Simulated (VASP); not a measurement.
# BeTe (F-43m) in VASP: further runs

The runs below take BeTe through single point, relaxation of cell and atoms, with PBEsol.

All numbers are computed with VASP 6.6.1; they aren't measurements. Logs are shortened: lines on timing, memory, paths and dates and some standing lists are left out, and cuts for length are marked.

## 1. The cell of the first run

Symmetry: F-43m, No. 216, cubic system. Conventional cell: a = 5.630 Å, b = 5.630 Å, c = 5.630 Å, α = 90.00°, β = 90.00°, γ = 90.00°. Within 3.2 Å of Be (site symmetry -43m) lie 4 Te at 2.44 Å. Within 3.2 Å of Te (site symmetry -43m) lie 4 Be at 2.44 Å.

## 2. Single point, PBEsol

Contents of INCAR:

```
SYSTEM = BeTe
PREC     = Accurate       ! precision mode
ENCUT    = 600            ! plane-wave cutoff, eV
EDIFF    = 1E-6           ! SCF threshold, eV
ISMEAR   = 0              ! smearing method
SIGMA    = 0.1            ! smearing width, eV
LREAL    = .FALSE.        ! projectors in reciprocal space
LASPH    = .TRUE.         ! aspherical terms in the spheres
NELM     = 120            ! most SCF steps
ALGO     = Normal         ! electronic algorithm
ISIF     = 2              ! what is computed and relaxed
LWAVE    = .FALSE.        ! write WAVECAR
LCHARG   = .TRUE.         ! write CHGCAR
GGA      = PS             ! functional
LELF     = .TRUE.         ! ELF
LVHAR    = .TRUE.       
NBANDS   = 11             ! bands
GGA_COMPAT= .FALSE.
```

Contents of KPOINTS:

```
regular mesh
0
G
  6 6 6
  0 0 0
```

Contents of POSCAR:

```
BeTe
1.0
    0.0000000000      2.8150000000      2.8150000000
    2.8150000000      0.0000000000      2.8150000000
    2.8150000000      2.8150000000      0.0000000000
Be Te
1 1
Direct
    0.0000000000      0.0000000000      0.0000000000
    0.2500000000      0.2500000000      0.2500000000
```

Potentials or basis: VASP PAW PBE potentials, release 64 (Be, Te).

Run with:

```console
$ cat potpaw_PBE.64/Be/POTCAR potpaw_PBE.64/Te/POTCAR > POTCAR
$ mpirun -np 1 vasp_std > vasp.out
```

OUTCAR:

```text
SYSTEM = BeTe
   PREC = Accurate
   ENCUT = 600
   EDIFF = 1E-6
   ISMEAR = 0
   LREAL = .FALSE.
   LASPH = .TRUE.
   NELM = 120
   ISIF = 2
   GGA = PS

 ion  position               nearest neighbor table
   1  0.000  0.000  0.000-   2 2.44   2 2.44   2 2.44   2 2.44
   2  0.250  0.250  0.250-   1 2.44   1 2.44   1 2.44   1 2.44

  LATTYP: Found a face centered cubic cell.
 ALAT       =     5.6300000000

  Lattice vectors:

 A1 = (   0.0000000000,   2.8150000000,   2.8150000000)
 A2 = (   2.8150000000,   0.0000000000,   2.8150000000)
 A3 = (   2.8150000000,   2.8150000000,   0.0000000000)

Analysis of symmetry for initial positions (statically):
=====================================================================
 Subroutine PRICEL returns:
 Original cell was already a primitive cell.

 Routine SETGRP: Setting up the symmetry group for a
 face centered cubic supercell.

 Subroutine GETGRP returns: Found 24 space group operations
 (whereof 24 operations were pure point group operations)
 out of a pool of 48 trial point group operations.

The static configuration has the point symmetry T_d .

Analysis of symmetry for dynamics (positions and initial velocities):
=====================================================================
 Subroutine PRICEL returns:
 Original cell was already a primitive cell.

 Routine SETGRP: Setting up the symmetry group for a
 face centered cubic supercell.

 Subroutine GETGRP returns: Found 24 space group operations
 (whereof 24 operations were pure point group operations)
 out of a pool of 48 trial point group operations.

The dynamic configuration has the point symmetry T_d .

 Subroutine INISYM returns: Found 24 space group operations
 (whereof 24 operations are pure point group operations),
 and found     1 'primitive' translations

----------------------------------------------------------------------------------------

                                     Primitive cell

  volume of cell :      44.6134

  direct lattice vectors                    reciprocal lattice vectors
     0.000000000  2.815000000  2.815000000    -0.177619893  0.177619893  0.177619893
     2.815000000  0.000000000  2.815000000     0.177619893 -0.177619893  0.177619893
     2.815000000  2.815000000  0.000000000     0.177619893  0.177619893 -0.177619893

  length of vectors
     3.981011178  3.981011178  3.981011178     0.307646680  0.307646680  0.307646680

  position of ions in fractional coordinates (direct lattice)
     0.000000000  0.000000000  0.000000000
     0.250000000  0.250000000  0.250000000

  ion indices of the primitive-cell ions
   primitive index   ion index
                 1           1
                 2           2

----------------------------------------------------------------------------------------

 KPOINTS: regular mesh

Automatic generation of k-mesh.
 Grid dimensions read from file:
 generate k-points for:    6    6    6

 Generating k-lattice:

  Cartesian coordinates                     Fractional coordinates (reciprocal lattice)
    -0.029603316  0.029603316  0.029603316     0.166666667  0.000000000  0.000000000
     0.029603316 -0.029603316  0.029603316     0.000000000  0.166666667  0.000000000
     0.029603316  0.029603316 -0.029603316     0.000000000  0.000000000  0.166666667

  Length of vectors
     0.051274447  0.051274447  0.051274447

  Shift w.r.t. Gamma in fractional coordinates (k-lattice)
     0.000000000  0.000000000  0.000000000

 Subroutine IBZKPT returns following result:
 ===========================================

 Found     16 irreducible k-points:

 Following reciprocal coordinates:
            Coordinates               Weight
  0.000000  0.000000  0.000000      1.000000
  0.166667  0.000000  0.000000      8.000000
  0.333333  0.000000  0.000000      8.000000
  0.500000  0.000000  0.000000      4.000000
  0.166667  0.166667  0.000000      6.000000
  0.333333  0.166667  0.000000     24.000000
[... 8 lines left out ...]
 -0.333333  0.333333  0.166667     24.000000
 -0.333333  0.500000  0.166667     12.000000
   k-points           NKPTS =     16   k-points in BZ     NKDIM =     16   number of bands    NBANDS=     11
   number of dos      NEDOS =    301   number of ions     NIONS =      2
   total plane-waves  NPLWV =  32768
   dimension x,y,z NGX =    32 NGY =   32 NGZ =   32
   dimension x,y,z NGXF=    64 NGYF=   64 NGZF=   64
   ions per type =               1   1
   NGX,Y,Z   is equivalent  to a cutoff of  13.36, 13.36, 13.36 a.u.
   NGXF,Y,Z  is equivalent  to a cutoff of  26.73, 26.73, 26.73 a.u.
 SYSTEM =  BeTe
   PREC   = accura    normal or accurate (medium, high low for compatibility)
   ISTART =      0    job   : 0-new  1-cont  2-samecut
   ICHARG =      2    charge: 1-file 2-atom 10-const
   ISPIN  =      1    spin polarized calculation?
   LNONCOLLINEAR =      F non collinear calculations
   LSORBIT =      F    spin-orbit coupling
   LASPH  =      T    aspherical Exc in radial PAW
   ENCUT  =  600.0 eV  44.10 Ry    6.64 a.u.   7.95  7.95  7.95*2*pi/ulx,y,z
   NELM   =    120;   NELMIN=  2; NELMDL= -5     # of ELM steps
   EDIFF  = 0.1E-05   stopping-criterion for ELM
   LREAL  =      F    real-space projection
   EDIFFG = 0.1E-04   stopping-criterion for IOM
   NSW    =      0    number of steps for IOM
   IBRION =     -1    ionic relax: 0-MD 1-quasi-New 2-CG
   NFREE  =      0    steps in history (QN), initial steepest desc. (CG)
   ISIF   =      2    stress and relaxation
   ISYM   =      2    0-nonsym 1-usesym 2-fastsym
   POTIM  = 0.5000    time-step for ionic-motion
   TEBEG  =    0.0;   TEEND  =   0.0 temperature during run
   PSTRESS=    0.0 pullay stress
   NELECT =       8.0000    total number of electrons
   NUPDOWN=      -1.0000    fix difference up-down
   EMIN   =  10.00;   EMAX   =-10.00  energy-range for DOS
   EFERMI =   0.00;   METHOD = LEGACY
   ISMEAR =     0;   SIGMA  =   0.10  broadening in eV -4-tet -1-fermi 0-gaus
   EFERMI_NEDOS =   21; number of points for ismear=-14 and -15
   IALGO  =     38    algorithm
   IMIX   =      4    mixing-type and parameters
     AMIX     =   0.40;   BMIX     =  1.00
     AMIX_MAG =   1.60;   BMIX_MAG =  1.00
  volume/ion in A,a.u.               =      22.31       150.53
  Fermi-wavevector in a.u.,A,eV,Ry     =   0.923173  1.744544 11.595543  0.852248
  Thomas-Fermi vector in A             =   2.048781
   LORBIT       =      0    0 simple, 1 ext, 2 COOP (PROOUT), +10 PAW based schemes
   GGA     = PS    functional components
   LHFCALC =     F    Hartree Fock is set to
   AEXX    =    0.0000 exact exchange contribution
   IVDW    =     0    specifies the selected vdW correction
   LEPSILON=     F    determine dielectric tensor
   LRPA    =     F    only Hartree local field effects (RPA)
 non-spin polarized calculation
 Gauss-broadening in eV      SIGMA  =   0.10
  energy-cutoff  :      600.00
  volume of cell :       44.61
 maximum number of plane-waves:      1524
   NGX = 15   NGY = 15   NGZ = 15

 number of electron       8.0000000 magnetization

 Free energy of the ion-electron system (eV)
  ---------------------------------------------------
  ext. energy  EPLUGINS =         0.00000000
  ---------------------------------------------------
  free energy    TOTEN  =        -8.20912829 eV

  energy without entropy =       -8.20912829  energy(sigma->0) =       -8.20912829

 E-fermi :   5.4432     XC(G=0):  -9.2048

 val. band max:        5.0173554881   @ k =   0.0000   0.0000   0.0000
 cond. band min:       6.8666618772   @ k =   0.5000   0.5000   0.0000
 fundamental gap:      1.8493063891
 Fermi energy:         5.4432341486

 k-point     1 :       0.0000    0.0000    0.0000
  band No.  band energies     occupation
      1      -7.3219      2.00000
      2       5.0174      2.00000
      3       5.0174      2.00000
      4       5.0174      2.00000
      5       8.6145      0.00000
      6       8.6145      0.00000
      7       8.6145      0.00000
      8       8.7560      0.00000
      9      13.2071      0.00000
     10      15.2595      0.00000
     11      15.2595      0.00000

 k-point     2 :       0.1667    0.0000    0.0000
  band No.  band energies     occupation
      1      -7.0620      2.00000
      2       3.0031      2.00000
      3       4.6366      2.00000
      4       4.6366      2.00000
      5       8.4416      0.00000
      6       9.1577      0.00000
      7       9.1577      0.00000
      8      10.7594      0.00000
      9      13.8198      0.00000
     10      14.0492      0.00000
     11      14.0492      0.00000

 k-point     3 :       0.3333    0.0000    0.0000
  band No.  band energies     occupation
      1      -6.4116      2.00000
      2       0.5272      2.00000
      3       4.0942      2.00000
      4       4.0942      2.00000
      5       8.1616      0.00000
      6       9.6066      0.00000
      7       9.6066      0.00000
      8      12.6818      0.00000
      9      14.2584      0.00000
     10      14.5771      0.00000
     11      14.5771      0.00000

 k-point     4 :       0.5000    0.0000    0.0000
  band No.  band energies     occupation
      1      -5.9699      2.00000
      2      -0.5653      2.00000
      3       3.8815      2.00000
      4       3.8815      2.00000
      5       8.0528      0.00000
      6       9.5719      0.00000
      7       9.5719      0.00000
      8      12.6810      0.00000
      9      15.8546      0.00000
     10      16.4833      0.00000
     11      16.4833      0.00000
[... 127 lines left out ...]
 k-point    14 :       0.5000    0.3333    0.1667
  band No.  band energies     occupation
      1      -5.9204      2.00000
      2       0.6012      2.00000
      3       1.9394      2.00000
      4       3.0150      2.00000
      5       8.9074      0.00000
      6       9.8992      0.00000
      7      10.2316      0.00000
      8      12.7203      0.00000
      9      15.0343      0.00000
     10      15.3945      0.00000
     11      17.6442      0.00000

 k-point    15 :      -0.3333    0.3333    0.1667
  band No.  band energies     occupation
      1      -5.5925      2.00000
      2       0.1486      2.00000
      3       1.5009      2.00000
      4       2.5863      2.00000
      5       9.4251      0.00000
      6       9.6783      0.00000
      7      11.8740      0.00000
      8      12.1946      0.00000
      9      13.6641      0.00000
     10      16.8865      0.00000
     11      17.5704      0.00000

 k-point    16 :      -0.3333    0.5000    0.1667
  band No.  band energies     occupation
      1      -5.4513      2.00000
      2       0.2232      2.00000
      3       1.5997      2.00000
      4       1.8965      2.00000
      5       8.6338      0.00000
      6       9.2432      0.00000
      7      12.3043      0.00000
      8      12.6197      0.00000
      9      15.9372      0.00000
     10      16.7354      0.00000
     11      17.8445      0.00000

------------------------ aborting loop because EDIFF is reached ----------------------------------------

  FORCE on cell =-STRESS in cart. coord.  units (eV):
  Direction    XX          YY          ZZ          XY          YZ          ZX
  --------------------------------------------------------------------------------------
  -------------------------------------------------------------------------------------
  Total       -0.1399955     -0.1399955     -0.1399955     -0.0000000      0.0000000      0.0000000
  in kB       -5.0275869     -5.0275869     -5.0275869     -0.0000000      0.0000000      0.0000000
  external PRESSURE =      -5.0275869 kB  Pullay stress =       0.0000000 kB

 VOLUME and BASIS-vectors are now :
 -----------------------------------------------------------------------------
  energy-cutoff  :      600.00
  volume of cell :       44.61
      direct lattice vectors                 reciprocal lattice vectors
     0.000000000  2.815000000  2.815000000    -0.177619893  0.177619893  0.177619893
     2.815000000  0.000000000  2.815000000     0.177619893 -0.177619893  0.177619893
     2.815000000  2.815000000  0.000000000     0.177619893  0.177619893 -0.177619893

 POSITION                                       TOTAL-FORCE (eV/Angst)
 -----------------------------------------------------------------------------------
      0.00000      0.00000      0.00000        -0.000000     -0.000000     -0.000000
      1.40750      1.40750      1.40750         0.000000      0.000000      0.000000
 -----------------------------------------------------------------------------------
    total drift:                                0.000000      0.000000      0.000000

  FREE ENERGIE OF THE ION-ELECTRON SYSTEM (eV)
  ---------------------------------------------------
  free  energy   TOTEN  =        -8.2091282877 eV

  energy  without entropy=       -8.2091282876  energy(sigma->0) =       -8.20912829
```

Run time: 5.8 s. Hardware: 1 thread of AMD EPYC 9R45 (Zen 5), shared host; peak memory 0.15 GiB.

Results:

```
Free energy            : -8.2091 eV
Pressure               : -0.5 GPa
Band gap on the k mesh : 1.85 eV (least direct gap 3.60 eV)
```

Levels at points of the mesh, in eV from the valence-band top:
| k point | band 1 | band 2 | band 3 | band 4 | band 5 | band 6 | band 7 | band 8 |
| --- | --- | --- | --- | --- | --- | --- | --- | --- |
| (0.00, 0.00, 0.00) | -12.34 | 0.00 | 0.00 | 0.00 | 3.60 | 3.60 | 3.60 | 3.74 |
| (0.50, 0.00, 0.00) | -10.99 | -5.58 | -1.14 | -1.14 | 3.04 | 4.55 | 4.55 | 7.66 |
| (0.50, 0.50, 0.00) | -10.49 | -5.14 | -2.66 | -2.66 | 1.85 | 2.61 | 9.71 | 9.71 |

Caveat: the PAW data sets were made with another functional, which shifts forces and pressure a little; spin-orbit coupling is left out, which moves the levels of the heavy elements. A k mesh can miss the band edges.

[end of part 1 of 2]
